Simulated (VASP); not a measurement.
# SnO2 (Pmmm) in VASP: further runs

The runs below take SnO2 through single point, with PBE.

Program: VASP 6.6.1. These are calculated values, not measurements. Logs are shortened: lines on timing, memory, paths and dates and some standing lists are left out, and cuts for length are marked.

## 1. The cell of the first run

The structure is orthorhombic, space group Pmmm (No. 47). Conventional cell: a = 2.962 Å, b = 4.863 Å, c = 5.855 Å, α = 90.00°, β = 90.00°, γ = 90.00°. Within 2.6 Å of Sn (site symmetry mmm) lie 4 O at 1.98 Å. Within 2.7 Å of O (site symmetry mm2) lie 2 Sn at 1.98 Å and 1 O at 2.63 Å.

## 2. Single point, PBE (28.11 Å³/atom)

INCAR reads:

```
SYSTEM = SnO2
PREC = Accurate ; ENCUT = 520
EDIFF = 1E-6 ; ISMEAR = -1
SIGMA = 0.05 ; LREAL = .False.
LASPH = .True. ; NELM = 80
ALGO = Normal ; ISIF = 2
LWAVE = .False. ; LCHARG = .False.
GGA = PE ; NBANDS = 20
```

KPOINTS reads:

```
regular mesh
0
Gamma
  9 6 5
  0 0 0
```

POSCAR reads:

```
SnO2
1.0
    2.9615532949      0.0000000000      0.0000000000
    0.0000000000      4.8633315622      0.0000000000
    0.0000000000      0.0000000000      5.8549469883
Sn O
1 2
Direct
    0.5000000000      0.5000000000      0.0000000000
    0.0000000000      0.5000000000      0.7757200000
    0.0000000000      0.5000000000      0.2242800000
```

Potentials or basis: VASP PAW PBE potentials, release 64 (Sn_d, O).

Run with:

```sh
$ cat potpaw_PBE.64/Sn_d/POTCAR potpaw_PBE.64/O/POTCAR > POTCAR
$ mpirun -np 1 vasp_std > vasp.out
```

OUTCAR:

```text
SYSTEM = SnO2
   PREC = Accurate
   ENCUT = 520
   EDIFF = 1E-6
   ISMEAR = -1
   LREAL = .False.
   LASPH = .True.
   NELM = 80
   ISIF = 2
   GGA = PE

 ion  position               nearest neighbor table
   1  0.500  0.500  0.000-   2 1.98   3 1.98   2 1.98   3 1.98
   2  0.000  0.500  0.776-   1 1.98   1 1.98
   3  0.000  0.500  0.224-   1 1.98   1 1.98

  LATTYP: Found a simple orthorhombic cell.
 ALAT       =     2.9615532949
 B/A-ratio  =     1.6421556791
 C/A-ratio  =     1.9769851849

  Lattice vectors:

 A1 = (   2.9615532949,   0.0000000000,   0.0000000000)
 A2 = (   0.0000000000,   4.8633315622,   0.0000000000)
 A3 = (   0.0000000000,   0.0000000000,   5.8549469883)

Analysis of symmetry for initial positions (statically):
=====================================================================
 Subroutine PRICEL returns:
 Original cell was already a primitive cell.

 Routine SETGRP: Setting up the symmetry group for a
 simple orthorhombic supercell.

 Subroutine GETGRP returns: Found  8 space group operations
 (whereof  8 operations were pure point group operations)
 out of a pool of  8 trial point group operations.

The static configuration has the point symmetry D_2h.

Analysis of symmetry for dynamics (positions and initial velocities):
=====================================================================
 Subroutine PRICEL returns:
 Original cell was already a primitive cell.

 Routine SETGRP: Setting up the symmetry group for a
 simple orthorhombic supercell.

 Subroutine GETGRP returns: Found  8 space group operations
 (whereof  8 operations were pure point group operations)
 out of a pool of  8 trial point group operations.

The dynamic configuration has the point symmetry D_2h.

 Subroutine INISYM returns: Found  8 space group operations
 (whereof  8 operations are pure point group operations),
 and found     1 'primitive' translations

----------------------------------------------------------------------------------------

                                     Primitive cell

  volume of cell :      84.3289

  direct lattice vectors                    reciprocal lattice vectors
     2.961553295  0.000000000  0.000000000     0.337660646  0.000000000  0.000000000
     0.000000000  4.863331562  0.000000000     0.000000000  0.205620363  0.000000000
     0.000000000  0.000000000  5.854946988     0.000000000  0.000000000  0.170795739

  length of vectors
     2.961553295  4.863331562  5.854946988     0.337660646  0.205620363  0.170795739

  position of ions in fractional coordinates (direct lattice)
[... 81 lines left out ...]
   EDIFF  = 0.1E-05   stopping-criterion for ELM
   LREAL  =      F    real-space projection
   EDIFFG = 0.1E-04   stopping-criterion for IOM
   NSW    =      0    number of steps for IOM
   IBRION =     -1    ionic relax: 0-MD 1-quasi-New 2-CG
   NFREE  =      0    steps in history (QN), initial steepest desc. (CG)
   ISIF   =      2    stress and relaxation
   ISYM   =      2    0-nonsym 1-usesym 2-fastsym
   POTIM  = 0.5000    time-step for ionic-motion
   TEBEG  =    0.0;   TEEND  =   0.0 temperature during run
   PSTRESS=    0.0 pullay stress
   NELECT =      26.0000    total number of electrons
   NUPDOWN=      -1.0000    fix difference up-down
   EMIN   =  10.00;   EMAX   =-10.00  energy-range for DOS
   EFERMI =   0.00;   METHOD = LEGACY
   ISMEAR =    -1;   SIGMA  =   0.05  broadening in eV -4-tet -1-fermi 0-gaus
   EFERMI_NEDOS =   21; number of points for ismear=-14 and -15
   IALGO  =     38    algorithm
   IMIX   =      4    mixing-type and parameters
     AMIX     =   0.40;   BMIX     =  1.00
     AMIX_MAG =   1.60;   BMIX_MAG =  1.00
  volume/ion in A,a.u.               =      28.11       189.69
  Fermi-wavevector in a.u.,A,eV,Ry     =   1.105963  2.089966 16.642014  1.223153
  Thomas-Fermi vector in A             =   2.242457
   LORBIT       =      0    0 simple, 1 ext, 2 COOP (PROOUT), +10 PAW based schemes
   GGA     = PE    functional components
   LHFCALC =     F    Hartree Fock is set to
   AEXX    =    0.0000 exact exchange contribution
   IVDW    =     0    specifies the selected vdW correction
   LEPSILON=     F    determine dielectric tensor
   LRPA    =     F    only Hartree local field effects (RPA)
 non-spin polarized calculation
  energy-cutoff  :      520.00
  volume of cell :       84.33
 maximum number of plane-waves:      2296
 NGX is ok and might be reduce to    24
   NGX = 11   NGY = 19   NGZ = 21

 number of electron      25.9999993 magnetization

 Free energy of the ion-electron system (eV)
  ---------------------------------------------------
  ext. energy  EPLUGINS =         0.00000000
  ---------------------------------------------------
  free energy    TOTEN  =       -16.04919095 eV

  energy without entropy =      -16.04919087  energy(sigma->0) =      -16.04919091

 E-fermi :  -0.1998     XC(G=0):  -6.5554

 val. band max:       -0.9184139526   @ k =   0.4444   0.5000   0.0000
 cond. band min:       0.3946468135   @ k =   0.0000   0.0000   0.0000
 fundamental gap:      1.3130607661
 Fermi energy:        -0.1997698067

 k-point     1 :       0.0000    0.0000    0.0000
  band No.  band energies     occupation
      1     -22.4553      2.00000
      2     -21.4992      2.00000
      3     -21.4053      2.00000
      4     -21.3341      2.00000
      5     -21.3252      2.00000
      6     -18.2930      2.00000
[... 541 lines left out ...]
     19      10.2715      0.00000
     20      11.4829      0.00000

 [... further k-points ...]

------------------------ aborting loop because EDIFF is reached ----------------------------------------

  FORCE on cell =-STRESS in cart. coord.  units (eV):
  Direction    XX          YY          ZZ          XY          YZ          ZX
  --------------------------------------------------------------------------------------
  -------------------------------------------------------------------------------------
  Total        4.5979525      0.2609103      3.0578772      0.0000000      0.0000000      0.0000000
  in kB       87.3571920      4.9570744     58.0970685      0.0000000      0.0000000      0.0000000
  external PRESSURE =      50.1371116 kB  Pullay stress =       0.0000000 kB

 VOLUME and BASIS-vectors are now :
 -----------------------------------------------------------------------------
  energy-cutoff  :      520.00
  volume of cell :       84.33
      direct lattice vectors                 reciprocal lattice vectors
     2.961553295  0.000000000  0.000000000     0.337660646  0.000000000  0.000000000
     0.000000000  4.863331562  0.000000000     0.000000000  0.205620363  0.000000000
     0.000000000  0.000000000  5.854946988     0.000000000  0.000000000  0.170795739

 POSITION                                       TOTAL-FORCE (eV/Angst)
 -----------------------------------------------------------------------------------
      1.48078      2.43167      0.00000         0.000000      0.000000      0.000000
      0.00000      2.43167      4.54180        -0.000000      0.000000     -1.057026
      0.00000      2.43167      1.31315         0.000000      0.000000      1.057026
 -----------------------------------------------------------------------------------
    total drift:                                0.000000     -0.000000     -0.000000

  FREE ENERGIE OF THE ION-ELECTRON SYSTEM (eV)
  ---------------------------------------------------
  free  energy   TOTEN  =       -16.0491909487 eV

  energy  without entropy=      -16.0491908665  energy(sigma->0) =      -16.04919091
```

stdout:

```text
POSCAR found type information on POSCAR SnO
 POSCAR found :  2 types and       3 ions
 scaLAPACK will be used
 LDA part: xc-table for (Slater+PW92), standard interpolation
 POSCAR, INCAR and KPOINTS ok, starting setup
 FFT: planning ... GRIDC
 FFT: planning ... GRID_SOFT
 FFT: planning ... GRID
 WAVECAR not read
 entering main loop
```

Run time: 96 s. Hardware: 1 thread of Intel Xeon 8259CL, shared host; peak memory 0.25 GiB.

What came out:

- Free energy: -16.0492 eV
- Pressure: 5.0 GPa
- Largest force: 1.057 eV/Å
- Band gap on the k mesh: 1.31 eV (least direct gap 1.86 eV)

Forces in eV/Å, atoms in the order of the input:
```
Sn   0.000  0.000  0.000
O    0.000  0.000 -1.057
O    0.000  0.000  1.057
```

Caveat: the cell stands under pressure; spin-orbit coupling is left out, which moves the levels of the heavy elements; an odd mesh through Γ misses points on the zone boundary, where band edges can lie; forces of over 1 eV/Å act on the atoms, so gaps and moduli don't describe the material at rest.

## 3. Single point, PBE (28.71 Å³/atom)

This run uses another cell than the first one, of 28.71 Å³/atom.

INCAR reads:

```
ALGO = Normal ; EDIFF = 1E-6
ENCUT = 520 ; GGA = PE
ISIF = 2 ; ISMEAR = -1
LASPH = T ; LCHARG = F
LREAL = F ; LWAVE = F
NBANDS = 20 ; NELM = 80
PREC = Accurate ; SIGMA = 0.05
```

KPOINTS reads:

```
k-points
0
Gamma
  9 6 5
```

POSCAR reads:

```
SnO2
1.0
    2.9824099912      0.0000000000      0.0000000000
    0.0000000000      4.8975815045      0.0000000000
    0.0000000000      0.0000000000      5.8961803679
Sn O
1 2
Direct
    0.5000000000      0.5000000000      0.0000000000
    0.0000000000      0.5000000000      0.7757200000
    0.0000000000      0.5000000000      0.2242800000
```

Potentials or basis: VASP PAW PBE potentials, release 64 (Sn_d, O).

Run with:

```sh
$ cat potpaw_PBE.64/Sn_d/POTCAR potpaw_PBE.64/O/POTCAR > POTCAR
$ mpirun -np 1 vasp_std > vasp.out
```

OUTCAR:

```text
EDIFF = 1E-6
   ENCUT = 520
   GGA = PE
   ISIF = 2
   ISMEAR = -1
   LASPH = T
   LREAL = F
   NELM = 80
   PREC = Accurate

 ion  position               nearest neighbor table
   1  0.500  0.500  0.000-   2 1.99   3 1.99   2 1.99   3 1.99
   2  0.000  0.500  0.776-   1 1.99   1 1.99
   3  0.000  0.500  0.224-   1 1.99   1 1.99

  LATTYP: Found a simple orthorhombic cell.
 ALAT       =     2.9824099912
[... 747 lines left out ...]

  FORCE on cell =-STRESS in cart. coord.  units (eV):
  Direction    XX          YY          ZZ          XY          YZ          ZX
  --------------------------------------------------------------------------------------
  -------------------------------------------------------------------------------------
  Total        3.1610776      0.2528714      2.1281487      0.0000000      0.0000000      0.0000000
  in kB       58.8065848      4.7042510     39.5906631      0.0000000      0.0000000      0.0000000
  external PRESSURE =      34.3671663 kB  Pullay stress =       0.0000000 kB

 VOLUME and BASIS-vectors are now :
 -----------------------------------------------------------------------------
  energy-cutoff  :      520.00
  volume of cell :       86.12
      direct lattice vectors                 reciprocal lattice vectors
     2.982409991  0.000000000  0.000000000     0.335299306  0.000000000  0.000000000
     0.000000000  4.897581504  0.000000000     0.000000000  0.204182411  0.000000000
     0.000000000  0.000000000  5.896180368     0.000000000  0.000000000  0.169601325

 POSITION                                       TOTAL-FORCE (eV/Angst)
 -----------------------------------------------------------------------------------
      1.49120      2.44879      0.00000         0.000000      0.000000      0.000000
      0.00000      2.44879      4.57379        -0.000000      0.000000     -0.709082
      0.00000      2.44879      1.32240         0.000000      0.000000      0.709082
 -----------------------------------------------------------------------------------
    total drift:                                0.000000     -0.000000     -0.000000

  FREE ENERGIE OF THE ION-ELECTRON SYSTEM (eV)
  ---------------------------------------------------
  free  energy   TOTEN  =       -16.0973730904 eV

  energy  without entropy=      -16.0973730013  energy(sigma->0) =      -16.09737305
```

OSZICAR:

```text
N       E                     dE             d eps       ncg     rms          rms(c)
DAV:   1     0.262917012425E+03    0.26292E+03   -0.13311E+04  2436   0.148E+03
DAV:   2     0.126455843729E+02   -0.25027E+03   -0.23799E+03  2916   0.406E+02
DAV:   3    -0.194351527423E+02   -0.32081E+02   -0.31893E+02  2796   0.142E+02
DAV:   4    -0.205335436359E+02   -0.10984E+01   -0.10972E+01  2828   0.306E+01
DAV:   5    -0.205604160205E+02   -0.26872E-01   -0.26871E-01  2916   0.479E+00    0.120E+01
DAV:   6    -0.163061232014E+02    0.42543E+01   -0.18773E+01  3700   0.644E+01    0.514E+00
DAV:   7    -0.161988710966E+02    0.10725E+00   -0.12193E+00  2576   0.935E+00    0.242E+00
DAV:   8    -0.161011392561E+02    0.97732E-01   -0.25789E-01  3096   0.484E+00    0.575E-01
DAV:   9    -0.160932753844E+02    0.78639E-02   -0.48265E-02  3256   0.213E+00    0.230E-01
DAV:  10    -0.160974905610E+02   -0.42152E-02   -0.67630E-03  2628   0.701E-01    0.870E-02
DAV:  11    -0.160973518816E+02    0.13868E-03   -0.17636E-03  3424   0.416E-01    0.500E-02
DAV:  12    -0.160973739274E+02   -0.22046E-04   -0.13537E-04  2680   0.164E-01    0.158E-02
DAV:  13    -0.160973734686E+02    0.45882E-06   -0.20385E-05  2868   0.357E-02    0.304E-03
DAV:  14    -0.160973730904E+02    0.37822E-06   -0.10220E-06  2124   0.143E-02
   1 F= -.16097373E+02 E0= -.16097373E+02  d E =-.890582E-07
```

It took 2 min on 1 thread of Intel Xeon 8259CL, shared host; peak memory 0.25 GiB.

Results:

* Free energy: -16.0974 eV
* Pressure: 3.4 GPa
* Largest force: 0.709 eV/Å
* Band gap on the k mesh: 1.31 eV (least direct gap 1.86 eV)

Forces in eV/Å, atoms in the order of the input:
```
Sn   0.000  0.000  0.000
O    0.000  0.000 -0.709
O    0.000  0.000  0.709
```

Stress tensor (GPa, compression positive):
```
5.88 0.00 0.00
0.00 0.47 0.00
0.00 0.00 3.96
```

Levels at points of the mesh, in eV from the valence-band top:
| k point | band 11 | band 12 | band 13 | band 14 | band 15 | band 16 |
| --- | --- | --- | --- | --- | --- | --- |
| (0.00, 0.00, 0.00) | -1.08 | -0.84 | -0.55 | 1.31 | 4.78 | 6.47 |
| (0.00, 0.50, 0.00) | -1.18 | -0.84 | -0.55 | 2.21 | 3.21 | 7.56 |

Caveat: the cell stands under pressure; spin-orbit coupling is left out, which moves the levels of the heavy elements; an odd mesh through Γ misses points on the zone boundary, where band edges can lie.

## 4. Single point, PBE (29.31 Å³/atom)

This run uses another cell than the first one, of 29.31 Å³/atom.

INCAR reads:

```
SYSTEM = SnO2
PREC = Accurate
ENCUT = 520
EDIFF = 1E-6
ISMEAR = -1
SIGMA = 0.05
LREAL = .False.
LASPH = .True.
NELM = 60
ALGO = Normal
ISIF = 2
LWAVE = .False.
LCHARG = .True.
GGA = PE
LELF = .True.
LVHAR = .True.
NBANDS = 20
```

KPOINTS reads:

```
Automatic mesh
0
Gamma
  9 6 5
  0 0 0
```

POSCAR reads:

```
SnO2
1.0
    3.0029789859      0.0000000000      0.0000000000
    0.0000000000      4.9313589960      0.0000000000
    0.0000000000      0.0000000000      5.9368449658
Sn O
1 2
Direct
    0.5000000000      0.5000000000      0.0000000000
    0.0000000000      0.5000000000      0.7757200000
    0.0000000000      0.5000000000      0.2242800000
```

Run with:

```sh
$ cat potpaw_PBE.64/Sn_d/POTCAR potpaw_PBE.64/O/POTCAR > POTCAR
$ mpirun -np 1 vasp_std > vasp.out
```

Wall time 1.8 min (1 thread of Intel Xeon 8259CL, shared host); peak memory 0.26 GiB.

It converged, with:

| Item | Value |
| --- | --- |
| Free energy | -16.1288 eV |
| Pressure | 2.0 GPa |
| Largest force | 0.389 eV/Å |
| Band gap on the k mesh | 1.30 eV (least direct gap 1.86 eV) |

Forces in eV/Å, atoms in the order of the input:
```
Sn   0.000  0.000  0.000
O    0.000  0.000 -0.389
O    0.000  0.000  0.389
```

Stress tensor (GPa, compression positive):
```
3.33 0.00 0.00
0.00 0.45 0.00
0.00 0.00 2.30
```

Levels at points of the mesh, in eV from the valence-band top:
```csv
k point,band 10,band 11,band 12,band 13,band 14,band 15,band 16,band 17
"(0.00, 0.00, 0.00)",-2.35,-1.03,-0.81,-0.56,1.30,4.73,6.42,6.85
"(0.00, 0.50, 0.00)",-2.35,-1.12,-0.81,-0.56,2.13,3.22,7.45,7.71
```

Caveat: spin-orbit coupling is left out, which moves the levels of the heavy elements; an odd mesh through Γ misses points on the zone boundary, where band edges can lie.

## 5. Single point, PBE (30.50 Å³/atom)

This run uses another cell than the first one, of 30.50 Å³/atom.

INCAR reads:

```
SYSTEM = SnO2
  ALGO = Normal
  EDIFF = 1E-6
  ENCUT = 520
  GGA = PE
  ISIF = 2
  ISMEAR = -1
  LASPH = .TRUE.
  LCHARG = .FALSE.
  LREAL = .FALSE.
  LWAVE = .FALSE.
  NBANDS = 20
  NELM = 60
  PREC = Accurate
  SIGMA = 0.05
```

KPOINTS reads:

```
k-points
0
G
  9 6 5
  0 0 0
```

POSCAR reads:

```
SnO2
1.0
    3.0432922391      0.0000000000      0.0000000000
    0.0000000000      4.9975596337      0.0000000000
    0.0000000000      0.0000000000      6.0165436701
Sn O
1 2
Direct
    0.5000000000      0.5000000000      0.0000000000
    0.0000000000      0.5000000000      0.7757200000
    0.0000000000      0.5000000000      0.2242800000
```

Run with:

```sh
$ cat potpaw_PBE.64/Sn_d/POTCAR potpaw_PBE.64/O/POTCAR > POTCAR
$ mpirun -np 1 vasp_std > vasp.out
```

Wall time 1.9 min (1 thread of Intel Xeon 8259CL, shared host); peak memory 0.26 GiB.

Results (log left out):

| Item | Value |
| --- | --- |
| Free energy | -16.1483 eV |
| Pressure | -0.4 GPa |
| Largest force | 0.176 eV/Å |
| Band gap on the k mesh | 1.27 eV (least direct gap 1.84 eV) |

Forces in eV/Å, atoms in the order of the input:
```
Sn   0.000  0.000  0.000
O    0.000  0.000  0.176
O    0.000  0.000 -0.176
```

Stress tensor (GPa, compression positive):
```
-1.01  0.00  0.00
 0.00  0.40  0.00
 0.00  0.00 -0.53
```

Levels at points of the mesh, in eV from the valence-band top:
```tsv
k point	band 9	band 10	band 11	band 12	band 13	band 14	band 15	band 16	band 17	band 18
(0.00, 0.00, 0.00)	-2.70	-2.25	-0.93	-0.76	-0.57	1.27	4.62	6.32	6.71	8.66
(0.00, 0.50, 0.00)	-3.03	-2.25	-1.01	-0.75	-0.57	1.98	3.23	7.23	7.73	9.26
```

Caveat: spin-orbit coupling is left out, which moves the levels of the heavy elements; an odd mesh through Γ misses points on the zone boundary, where band edges can lie.

## 6. Overview

| cell | gap on the mesh (eV) | pressure (GPa) | largest force (eV/Å) |
| --- | --- | --- | --- |
| a = 2.962, b = 4.863, c = 5.855 Å, 3 atoms | 1.31 | 5.0 | 1.06 |
| a = 2.982, b = 4.898, c = 5.896 Å, 3 atoms | 1.31 | 3.4 | 0.71 |
| a = 3.003, b = 4.931, c = 5.937 Å, 3 atoms | 1.30 | 2.0 | 0.39 |
| a = 3.043, b = 4.998, c = 6.017 Å, 3 atoms | 1.27 | -0.4 | 0.18 |

Alike in all rows: task single point; level PBE; potentials or basis VASP PAW PBE potentials, release 64 (Sn_d, O); no spin polarisation; k mesh 9 × 6 × 5; cutoff (eV) 520; smearing fermi-dirac 0.05 eV.

Caveats: spin-orbit coupling is left out, which moves the levels of the heavy elements; an odd mesh through Γ misses points on the zone boundary, where band edges can lie; the cell stands under pressure (at least some runs); forces of over 1 eV/Å act on the atoms, so gaps and moduli don't describe the material at rest (at least some runs).

Total energies depend on the potentials used, so only differences within one code and one set of settings carry meaning.
